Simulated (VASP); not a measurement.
Here is a VASP 6.6.1 calculation.

File INCAR:

```
ALGO     = Normal         # electronic algorithm
EDIFF    = 1E-7           # SCF threshold, eV
EDIFFG   = -0.04          # ionic threshold
ENCUT    = 600            # plane-wave cutoff, eV
GGA      = PE             # functional
IBRION   = 2              # ionic algorithm
ISIF     = 3              # what is computed and relaxed
ISMEAR   = 0              # smearing method
LASPH    = T              # aspherical terms in the spheres
LCHARG   = F              # write CHGCAR
LREAL    = F              # projectors in reciprocal space
LWAVE    = F              # write WAVECAR
NELM     = 80             # most SCF steps
NSW      = 90             # ionic steps
PREC     = Accurate       # precision mode
SIGMA    = 0.1            # smearing width, eV
```

File KPOINTS:

```
k-points
0
Gamma
  6 6 6
```

The input POSCAR:

```
B4Ru
1.0
    3.6417311300      0.0000000000      0.0000000000
    0.0000000000      3.6417311300      0.0000000000
    0.0000000000      0.0000000000      3.6417311300
B Ru
4 1
Direct
    0.2500000000      0.2500000000      0.2500000000
    0.7500000000      0.7500000000      0.2500000000
    0.2500000000      0.7500000000      0.7500000000
    0.7500000000      0.2500000000      0.7500000000
    0.0000000000      0.0000000000      0.0000000000
```

Potentials or basis: VASP PAW PBE potentials, release 64 (B, Ru_pv).

Run with:

```sh
$ cat potpaw_PBE.64/B/POTCAR potpaw_PBE.64/Ru_pv/POTCAR > POTCAR
$ mpirun -np 1 vasp_std > vasp.out
```

Q: Estimate the relaxed volume.

A: 9.50 Å³/atom.

Q: What does it give for the space group after relaxing (to 0.1 Å)?

A: P-43m (No. 215).

Q: Estimate the band gap on the k mesh.

A: Zero (bands 13 and 14 overlap by 0.47 eV).

Q: What does it give for the relaxed cell?

A: a = 3.622 Å, b = 3.622 Å, c = 3.622 Å, α = 90.00°, β = 90.00°, γ = 90.00°.

Final structure:
```cif
data_structure
_symmetry_space_group_name_H-M 'P 1'
_symmetry_Int_Tables_number 1
_cell_length_a 3.6215
_cell_length_b 3.6215
_cell_length_c 3.6215
_cell_angle_alpha 90.000
_cell_angle_beta 90.000
_cell_angle_gamma 90.000
_cell_volume 47.50
loop_
_atom_site_label
_atom_site_type_symbol
_atom_site_fract_x
_atom_site_fract_y
_atom_site_fract_z
_atom_site_occupancy
B1 B 0.32762 0.32762 0.32762 1
B2 B 0.67238 0.67238 0.32762 1
B3 B 0.32762 0.67238 0.67238 1
B4 B 0.67238 0.32762 0.67238 1
Ru1 Ru 0.00000 0.00000 0.00000 1
```
